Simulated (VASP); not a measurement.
Write the native input for VASP 6.6.1 that does the following.

```yaml
Task: single point
Functional: r2SCAN
Potentials_or_basis: VASP PAW PBE potentials, release 64 (Ti_sv)
Cutoff: 520 eV
k_mesh: 20 × 20 × 20
Occupations: gaussian, width 0.15 eV
Spin: no spin polarisation
Dipole_correction: no
Further_INCAR_settings: ALGO = Normal; EDIFF = 1e-06; NBANDS = 12
```

The system is Ti.

```xyz
1
Lattice="0.0000 2.1112 2.1112 2.1112 0.0000 2.1112 2.1112 2.1112 0.0000" Properties=species:S:1:pos:R:3 pbc="T T T"
Ti    0.0000    0.0000    0.0000
```

This cell differs from its parent crystal: strain +0.040 along x and y, +0.040 along z.

One way to write it, as run:

POSCAR

```
Ti
1.0
    0.0000000000      2.1112000000      2.1112000000
    2.1112000000      0.0000000000      2.1112000000
    2.1112000000      2.1112000000      0.0000000000
Ti
1
Direct
    0.0000000000      0.0000000000      0.0000000000
```

INCAR.step1

```
  PREC = Accurate
  ENCUT = 520
  ISMEAR = 0
  SIGMA = 0.15
  LREAL = F
  LASPH = T
  NELM = 100
  NBANDS = 12
  GGA = PE
  ALGO = Normal
  EDIFF = 1E-4
  LWAVE = T
  LCHARG = F
```

INCAR.step2

```
  PREC = Accurate
  ENCUT = 520
  EDIFF = 1E-6
  ISMEAR = 0
  SIGMA = 0.15
  LREAL = F
  LASPH = T
  NELM = 100
  ALGO = Normal
  ISIF = 2
  LWAVE = F
  LCHARG = T
  METAGGA = R2SCAN
  LMIXTAU = T
  LELF = T
  LVHAR = T
  NBANDS = 12
  ISTART = 1
```

KPOINTS

```
Automatic mesh
0
Gamma
  20 20 20
```

Potentials or basis: VASP PAW PBE potentials, release 64 (Ti_sv).

The run is started by

```console
$ cat potpaw_PBE.64/Ti_sv/POTCAR > POTCAR
$ cp INCAR.step1 INCAR
$ mpirun -np 1 vasp_std > vasp.out
$ cp INCAR.step2 INCAR
$ mpirun -np 1 vasp_std > vasp.out
```

It gave:

The pressure is -7.5 GPa and the band gap on the k mesh is zero (band 6 reaches 8.33 eV, above the bottom of band 7 at 7.00 eV).

Caveat: the cell differs from its parent crystal (strain +0.040 along x and y, +0.040 along z); the PAW data sets were made with another functional, which shifts forces and pressure a little.

Run time: 67 s on 1 thread of Intel(R) Xeon(R) 6975P-C (Granite Rapids), with other jobs on the host, peak memory 0.18 GiB.
